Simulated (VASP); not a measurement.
# Rb2PdC2 (P-3m1) in VASP: a series of runs, part 2 of 2

VASP 6.6.1. Earlier steps stand in the parts before.

### 5 Single point, LDA (25.11 Å³/atom)

This run uses another cell than the first one, of 25.11 Å³/atom.

Input file INCAR:

```
PREC = Accurate
ENCUT = 520
EDIFF = 1E-6
ISMEAR = 0
SIGMA = 0.02
LREAL = F
LASPH = T
NELM = 60
ALGO = Normal
ISIF = 2
LWAVE = F
LCHARG = F
NBANDS = 26
```

Input file KPOINTS:

```
Automatic mesh
0
Gamma
  6 6 6
```

Input file POSCAR:

```
Rb2PdC2
1.0
    5.2771980188      0.0000000000      0.0000000000
   -2.6385990094      4.5701875450      0.0000000000
    0.0000000000      0.0000000000      5.2062511383
Rb Pd C
2 1 2
Direct
    0.3333333333      0.6666666667      0.2783149312
    0.6666666667      0.3333333333      0.7216850688
    0.0000000000      0.0000000000      0.0000000000
    0.0000000000      0.0000000000      0.3786597653
    0.0000000000      0.0000000000      0.6213402347
```

Potentials or basis: VASP PAW LDA potentials, release 64 (Rb_sv, Pd, C).

Started as:

```console
$ cat potpaw_LDA.64/Rb_sv/POTCAR potpaw_LDA.64/Pd/POTCAR potpaw_LDA.64/C/POTCAR > POTCAR
$ mpirun -np 1 vasp_std > vasp.out
```

OUTCAR:

```text
PREC = Accurate
   ENCUT = 520
   EDIFF = 1E-6
   ISMEAR = 0
   LREAL = F
   LASPH = T
   NELM = 60
   ISIF = 2

 ion  position               nearest neighbor table
   1  0.333  0.667  0.278-   4 3.09   4 3.09   4 3.09   3 3.37   3 3.37   3 3.37   5 3.53   5 3.53
                             5 3.53   2 3.82   2 3.82   2 3.82   2 4.20   2 4.20   2 4.20
   2  0.667  0.333  0.722-   5 3.09   5 3.09   5 3.09   3 3.37   3 3.37   3 3.37   4 3.53   4 3.53
                             4 3.53   1 3.82   1 3.82   1 3.82   1 4.20   1 4.20   1 4.20
   3  0.000  0.000  0.000-   4 1.97   5 1.97   1 3.37   2 3.37   1 3.37   2 3.37   2 3.37   1 3.37

   4  0.000  0.000  0.379-   5 1.26   3 1.97   1 3.09   1 3.09   1 3.09   2 3.53   2 3.53   2 3.53

   5  0.000  0.000  0.621-   4 1.26   3 1.97   2 3.09   2 3.09   2 3.09   1 3.53   1 3.53   1 3.53

  LATTYP: Found a hexagonal cell.
 ALAT       =     5.2771980188
 C/A-ratio  =     0.9865559564

  Lattice vectors:

 A1 = (   5.2771980188,   0.0000000000,   0.0000000000)
 A2 = (  -2.6385990094,   4.5701875450,   0.0000000000)
 A3 = (   0.0000000000,   0.0000000000,   5.2062511383)

Analysis of symmetry for initial positions (statically):
=====================================================================
 Subroutine PRICEL returns:
 Original cell was already a primitive cell.

 Routine SETGRP: Setting up the symmetry group for a
 hexagonal supercell.

 Subroutine GETGRP returns: Found 12 space group operations
 (whereof 12 operations were pure point group operations)
 out of a pool of 24 trial point group operations.

The static configuration has the point symmetry D_3d.

Analysis of symmetry for dynamics (positions and initial velocities):
=====================================================================
 Subroutine PRICEL returns:
 Original cell was already a primitive cell.

 Routine SETGRP: Setting up the symmetry group for a
 hexagonal supercell.

 Subroutine GETGRP returns: Found 12 space group operations
 (whereof 12 operations were pure point group operations)
 out of a pool of 24 trial point group operations.

The dynamic configuration has the point symmetry D_3d.

 Subroutine INISYM returns: Found 12 space group operations
 (whereof 12 operations are pure point group operations),
 and found     1 'primitive' translations

----------------------------------------------------------------------------------------

                                     Primitive cell

  volume of cell :     125.5632

  direct lattice vectors                    reciprocal lattice vectors
     5.277198019  0.000000000  0.000000000     0.189494500  0.109404701  0.000000000
    -2.638599009  4.570187545  0.000000000     0.000000000  0.218809401  0.000000000
     0.000000000  0.000000000  5.206251138     0.000000000  0.000000000  0.192076789

  length of vectors
     5.277198019  5.277198019  5.206251138     0.218809401  0.218809401  0.192076789

  position of ions in fractional coordinates (direct lattice)
     0.333333333  0.666666667  0.278314931
     0.666666667  0.333333333  0.721685069
     0.000000000  0.000000000  0.000000000
     0.000000000  0.000000000  0.378659765
[... 35 lines left out ...]

 Following reciprocal coordinates:
            Coordinates               Weight
  0.000000  0.000000  0.000000      1.000000
  0.166667  0.000000  0.000000      6.000000
  0.333333  0.000000  0.000000      6.000000
  0.500000 -0.000000  0.000000      3.000000
  0.166667  0.166667  0.000000      6.000000
  0.333333  0.166667  0.000000     12.000000
[... 16 lines left out ...]
  0.500000 -0.000000  0.333333      6.000000
  0.166667  0.166667  0.333333     12.000000
 [... further k-points ...]
   k-points           NKPTS =     34   k-points in BZ     NKDIM =     34   number of bands    NBANDS=     26
   number of dos      NEDOS =    301   number of ions     NIONS =      5
   total plane-waves  NPLWV =  64000
   dimension x,y,z NGX =    40 NGY =   40 NGZ =   40
   dimension x,y,z NGXF=    80 NGYF=   80 NGZF=   80
   ions per type =               2   1   2
   NGX,Y,Z   is equivalent  to a cutoff of  12.60, 12.60, 12.77 a.u.
   NGXF,Y,Z  is equivalent  to a cutoff of  25.20, 25.20, 25.55 a.u.
 SYSTEM =  unknown system
   PREC   = accura    normal or accurate (medium, high low for compatibility)
   ISTART =      0    job   : 0-new  1-cont  2-samecut
   ICHARG =      2    charge: 1-file 2-atom 10-const
   ISPIN  =      1    spin polarized calculation?
   LNONCOLLINEAR =      F non collinear calculations
   LSORBIT =      F    spin-orbit coupling
   LASPH  =      T    aspherical Exc in radial PAW
   ENCUT  =  520.0 eV  38.22 Ry    6.18 a.u.   9.81  9.81  9.68*2*pi/ulx,y,z
   NELM   =     60;   NELMIN=  2; NELMDL= -5     # of ELM steps
   EDIFF  = 0.1E-05   stopping-criterion for ELM
   LREAL  =      F    real-space projection
   EDIFFG = 0.1E-04   stopping-criterion for IOM
   NSW    =      0    number of steps for IOM
   IBRION =     -1    ionic relax: 0-MD 1-quasi-New 2-CG
   NFREE  =      0    steps in history (QN), initial steepest desc. (CG)
   ISIF   =      2    stress and relaxation
   ISYM   =      2    0-nonsym 1-usesym 2-fastsym
   POTIM  = 0.5000    time-step for ionic-motion
   TEBEG  =    0.0;   TEEND  =   0.0 temperature during run
   PSTRESS=    0.0 pullay stress
   NELECT =      36.0000    total number of electrons
   NUPDOWN=      -1.0000    fix difference up-down
   EMIN   =  10.00;   EMAX   =-10.00  energy-range for DOS
   EFERMI =   0.00;   METHOD = LEGACY
   ISMEAR =     0;   SIGMA  =   0.02  broadening in eV -4-tet -1-fermi 0-gaus
   EFERMI_NEDOS =   21; number of points for ismear=-14 and -15
   IALGO  =     38    algorithm
   IMIX   =      4    mixing-type and parameters
     AMIX     =   0.40;   BMIX     =  1.00
     AMIX_MAG =   1.60;   BMIX_MAG =  1.00
  volume/ion in A,a.u.               =      25.11       169.47
  Fermi-wavevector in a.u.,A,eV,Ry     =   1.079497  2.039954 15.855060  1.165314
  Thomas-Fermi vector in A             =   2.215464
   LORBIT       =      0    0 simple, 1 ext, 2 COOP (PROOUT), +10 PAW based schemes
   GGA     = CA    functional components
   LHFCALC =     F    Hartree Fock is set to
   AEXX    =    0.0000 exact exchange contribution
   IVDW    =     0    specifies the selected vdW correction
   LEPSILON=     F    determine dielectric tensor
   LRPA    =     F    only Hartree local field effects (RPA)
 non-spin polarized calculation
 Gauss-broadening in eV      SIGMA  =   0.02
  energy-cutoff  :      520.00
  volume of cell :      125.56
 maximum number of plane-waves:      3394
 NGX is ok and might be reduce to    40
   NGX = 19   NGY = 19   NGZ = 19

 number of electron      36.0000002 magnetization

 Free energy of the ion-electron system (eV)
  ---------------------------------------------------
  ext. energy  EPLUGINS =         0.00000000
  ---------------------------------------------------
  free energy    TOTEN  =       -28.49554730 eV

  energy without entropy =      -28.49554730  energy(sigma->0) =      -28.49554730

 E-fermi :   1.3737     XC(G=0):  -8.7652

 val. band max:        1.2467976127   @ k =   0.5000  -0.0000   0.5000
 cond. band min:       2.7345113683   @ k =   0.5000  -0.0000   0.5000
 fundamental gap:      1.4877137556
 Fermi energy:         1.3736579942

 k-point     1 :       0.0000    0.0000    0.0000
  band No.  band energies     occupation
      1     -25.3166      2.00000
      2     -25.2196      2.00000
      3     -11.7068      2.00000
      4      -9.7289      2.00000
      5      -9.6123      2.00000
      6      -9.6123      2.00000
[... 685 lines left out ...]
     25       7.1710      0.00000
     26       7.5665      0.00000

 [... further k-points ...]

------------------------ aborting loop because EDIFF is reached ----------------------------------------

  FORCE on cell =-STRESS in cart. coord.  units (eV):
  Direction    XX          YY          ZZ          XY          YZ          ZX
  --------------------------------------------------------------------------------------
  -------------------------------------------------------------------------------------
  Total       -0.5931471     -0.5931471     -0.4679863      0.0000000      0.0000000      0.0000000
  in kB       -7.5685120     -7.5685120     -5.9714687      0.0000000      0.0000000      0.0000000
  external PRESSURE =      -7.0361642 kB  Pullay stress =       0.0000000 kB

 VOLUME and BASIS-vectors are now :
 -----------------------------------------------------------------------------
  energy-cutoff  :      520.00
  volume of cell :      125.56
      direct lattice vectors                 reciprocal lattice vectors
     5.277198019  0.000000000  0.000000000     0.189494500  0.109404701  0.000000000
    -2.638599009  4.570187545  0.000000000     0.000000000  0.218809401  0.000000000
     0.000000000  0.000000000  5.206251138     0.000000000  0.000000000  0.192076789

 POSITION                                       TOTAL-FORCE (eV/Angst)
 -----------------------------------------------------------------------------------
     -0.00000      3.04679      1.44898        -0.000000      0.000000      0.001403
      2.63860      1.52340      3.75727         0.000000      0.000000     -0.001403
      0.00000      0.00000      0.00000        -0.000000      0.000000      0.000000
      0.00000      0.00000      1.97140        -0.000000      0.000000     -0.057423
      0.00000      0.00000      3.23485         0.000000     -0.000000      0.057423
 -----------------------------------------------------------------------------------
    total drift:                                0.000000     -0.000000      0.000000

  FREE ENERGIE OF THE ION-ELECTRON SYSTEM (eV)
  ---------------------------------------------------
  free  energy   TOTEN  =       -28.4955472990 eV

  energy  without entropy=      -28.4955472990  energy(sigma->0) =      -28.49554730
```

OSZICAR:

```text
N       E                     dE             d eps       ncg     rms          rms(c)
DAV:   1     0.201641704550E+03    0.20164E+03   -0.16271E+04  1768   0.121E+03
DAV:   2    -0.180616433226E+02   -0.21970E+03   -0.21144E+03  2264   0.259E+02
DAV:   3    -0.328496264828E+02   -0.14788E+02   -0.14672E+02  2538   0.652E+01
DAV:   4    -0.332334058426E+02   -0.38378E+00   -0.38326E+00  2542   0.992E+00
DAV:   5    -0.332430749505E+02   -0.96691E-02   -0.96680E-02  2372   0.132E+00    0.139E+01
DAV:   6    -0.289096444086E+02    0.43334E+01   -0.88877E+00  2180   0.179E+01    0.640E+00
DAV:   7    -0.285926177380E+02    0.31703E+00   -0.47137E+00  2258   0.108E+01    0.451E+00
DAV:   8    -0.285268939907E+02    0.65724E-01   -0.51107E-01  2466   0.406E+00    0.211E+00
DAV:   9    -0.284964968384E+02    0.30397E-01   -0.67955E-02  2058   0.137E+00    0.396E-01
DAV:  10    -0.284951734682E+02    0.13234E-02   -0.70099E-03  2374   0.435E-01    0.209E-01
DAV:  11    -0.284955660813E+02   -0.39261E-03   -0.19840E-03  2428   0.208E-01    0.822E-02
DAV:  12    -0.284955388268E+02    0.27255E-04   -0.56722E-04  2232   0.134E-01    0.163E-02
DAV:  13    -0.284955461508E+02   -0.73240E-05   -0.50223E-05  2204   0.391E-02    0.851E-03
DAV:  14    -0.284955472993E+02   -0.11485E-05   -0.54173E-06  2016   0.146E-02    0.199E-03
DAV:  15    -0.284955472990E+02    0.35607E-09   -0.67835E-07  1406   0.572E-03
   1 F= -.28495547E+02 E0= -.28495547E+02  d E =-.528179E-21
```

stdout:

```text
POSCAR found type information on POSCAR RbPdC
 POSCAR found :  3 types and       5 ions
 scaLAPACK will be used
 LDA part: xc-table for (Slater(with rela. corr.)+CA(PZ))
 , standard interpolation
 POSCAR, INCAR and KPOINTS ok, starting setup
 FFT: planning ... GRIDC
 FFT: planning ... GRID_SOFT
 FFT: planning ... GRID
 WAVECAR not read
 entering main loop
```

Run time: 3.6 min. Hardware: 1 thread of Intel Xeon 8259CL, shared host; peak memory 0.27 GiB.

What came out:

```
Free energy            : -28.4955 eV
Pressure               : -0.7 GPa
Largest force          : 0.057 eV/Å
Band gap on the k mesh : 1.49 eV
```

Forces in eV/Å, atoms in the order of the input:
```
Rb   0.000  0.000  0.001
Rb   0.000  0.000 -0.001
Pd   0.000  0.000  0.000
C    0.000  0.000 -0.057
C    0.000  0.000  0.057
```

Stress tensor (GPa, compression positive):
```
-0.76  0.00  0.00
 0.00 -0.76  0.00
 0.00  0.00 -0.60
```

A k mesh can miss the band edges.

### 6 Single point, LDA (25.84 Å³/atom)

This run uses another cell than the first one, of 25.84 Å³/atom.

Input file INCAR:

```
SYSTEM = Rb2PdC2
ALGO = Normal
EDIFF = 1E-6
ENCUT = 520
GGA = CA
ISIF = 2
ISMEAR = 0
LASPH = .TRUE.
LCHARG = .TRUE.
LELF = .TRUE.
LREAL = .FALSE.
LVHAR = .TRUE.
LWAVE = .FALSE.
NBANDS = 26
NELM = 100
PREC = Accurate
SIGMA = 0.02
```

Input file KPOINTS:

```
k-points
0
G
  6 6 6
  0 0 0
```

Input file POSCAR:

```
Rb2PdC2
1.0
    5.3487666608      0.0000000000      0.0000000000
   -2.6743833304      4.6321678071      0.0000000000
    0.0000000000      0.0000000000      5.2154673523
Rb Pd C
2 1 2
Direct
    0.3333333333      0.6666666667      0.2772585688
    0.6666666667      0.3333333333      0.7227414312
    0.0000000000      0.0000000000      0.0000000000
    0.0000000000      0.0000000000      0.3787050503
    0.0000000000      0.0000000000      0.6212949497
```

Potentials or basis: VASP PAW LDA potentials, release 64 (Rb_sv, Pd, C).

Started as:

```console
$ cat potpaw_LDA.64/Rb_sv/POTCAR potpaw_LDA.64/Pd/POTCAR potpaw_LDA.64/C/POTCAR > POTCAR
$ mpirun -np 1 vasp_std > vasp.out
```

Run time: 3.5 min. Hardware: 1 thread of Intel Xeon 8259CL, shared host; peak memory 0.27 GiB.

It converged, with:

```yaml
Free_energy: -28.4707 eV
Pressure: -1.4 GPa
Largest_force: 0.056 eV/Å
Band_gap_on_the_k_mesh: 1.46 eV
```

Forces on the atoms (eV/Å):
```
Rb   0.000  0.000  0.002
Rb   0.000  0.000 -0.002
Pd   0.000  0.000  0.000
C    0.000  0.000 -0.056
C    0.000  0.000  0.056
```

Stress tensor (GPa, compression positive):
```
-1.47  0.00  0.00
 0.00 -1.47  0.00
 0.00  0.00 -1.31
```

Levels at points of the mesh, in eV from the valence-band top:
| k point | band 16 | band 17 | band 18 | band 19 | band 20 | band 21 |
| --- | --- | --- | --- | --- | --- | --- |
| (0.00, 0.00, 0.00) | -1.52 | -1.19 | -1.19 | 3.60 | 3.63 | 4.99 |
| (0.50, 0.00, 0.00) | -1.28 | -1.16 | -0.59 | 2.24 | 3.09 | 4.18 |
| (0.00, 0.00, 0.50) | -1.20 | -0.01 | -0.01 | 2.22 | 2.22 | 3.58 |
| (0.50, 0.00, 0.50) | -0.89 | -0.01 | 0.00 | 1.46 | 2.71 | 4.48 |

### 7 Single point, LDA (26.82 Å³/atom)

This run uses another cell than the first one, of 26.82 Å³/atom.

Input file INCAR:

```
SYSTEM = Rb2PdC2
  ALGO = Normal
  EDIFF = 1E-6
  ENCUT = 520
  GGA = CA
  ISIF = 2
  ISMEAR = 0
  LASPH = .TRUE.
  LCHARG = .FALSE.
  LREAL = .FALSE.
  LWAVE = .FALSE.
  NBANDS = 26
  NELM = 100
  PREC = Accurate
  SIGMA = 0.02
```

KPOINTS is that of step 6.

Input file POSCAR:

```
Rb2PdC2
1.0
    5.4429682633      0.0000000000      0.0000000000
   -2.7214841317      4.7137487881      0.0000000000
    0.0000000000      0.0000000000      5.2265577265
Rb Pd C
2 1 2
Direct
    0.3333333333      0.6666666667      0.2757664818
    0.6666666667      0.3333333333      0.7242335182
    0.0000000000      0.0000000000      0.0000000000
    0.0000000000      0.0000000000      0.3787602241
    0.0000000000      0.0000000000      0.6212397759
```

Started as:

```console
$ cat potpaw_LDA.64/Rb_sv/POTCAR potpaw_LDA.64/Pd/POTCAR potpaw_LDA.64/C/POTCAR > POTCAR
$ mpirun -np 1 vasp_std > vasp.out
```

Run time: 3.5 min. Hardware: 1 thread of Intel Xeon 8259CL, shared host; peak memory 0.28 GiB.

It converged, with:

```yaml
Free_energy: -28.4149 eV
Pressure: -2.2 GPa
Largest_force: 0.055 eV/Å
Band_gap_on_the_k_mesh: 1.41 eV
```

Forces on the atoms (eV/Å):
```
Rb   0.000  0.000  0.002
Rb   0.000  0.000 -0.002
Pd   0.000  0.000  0.000
C    0.000  0.000 -0.055
C    0.000  0.000  0.055
```

Stress tensor (GPa, compression positive):
```
-2.24  0.00  0.00
 0.00 -2.24  0.00
 0.00  0.00 -2.08
```

Levels at points of the mesh, in eV from the valence-band top:
```tsv
k point	band 15	band 16	band 17	band 18	band 19	band 20	band 21	band 22
(0.00, 0.00, 0.00)	-2.00	-1.53	-1.18	-1.18	3.44	3.52	4.94	4.94
(0.50, 0.00, 0.00)	-1.95	-1.27	-1.15	-0.62	2.14	3.00	4.12	4.98
(0.00, 0.00, 0.50)	-1.19	-1.19	0.00	0.00	2.20	2.20	3.40	4.45
(0.50, 0.00, 0.50)	-1.16	-0.91	0.00	0.00	1.41	2.63	4.34	4.46
```

A k mesh can miss the band edges.

### 8 Summary

| cell | gap on the mesh (eV) | pressure (GPa) | largest force (eV/Å) |
| --- | --- | --- | --- |
| a = 5.058, b = 5.058, c = 5.172 Å, angles 90.0, 90.0, 120.0°, 5 atoms, atomic positions A | 1.58 | 2.4 | 0.05 |
| a = 5.132, b = 5.132, c = 5.184 Å, angles 90.0, 90.0, 120.0°, 5 atoms, atomic positions A | 1.55 | 1.2 | 0.05 |
| a = 5.205, b = 5.205, c = 5.196 Å, angles 90.0, 90.0, 120.0°, 5 atoms, atomic positions A | 1.52 | 0.1 | 0.05 |
| a = 5.277, b = 5.277, c = 5.206 Å, angles 90.0, 90.0, 120.0°, 5 atoms, atomic positions B | 1.49 | -0.7 | 0.06 |
| a = 5.349, b = 5.349, c = 5.215 Å, angles 90.0, 90.0, 120.0°, 5 atoms, atomic positions B | 1.46 | -1.4 | 0.06 |
| a = 5.443, b = 5.443, c = 5.227 Å, angles 90.0, 90.0, 120.0°, 5 atoms, atomic positions C | 1.41 | -2.2 | 0.05 |

Alike in all rows: task single point; level LDA; potentials or basis VASP PAW LDA potentials, release 64 (Rb_sv, Pd, C); no spin polarisation; k mesh 6 × 6 × 6; cutoff (eV) 520; smearing gaussian 0.02 eV.

Total energies depend on the potentials used, so only differences within one code and one set of settings carry meaning.
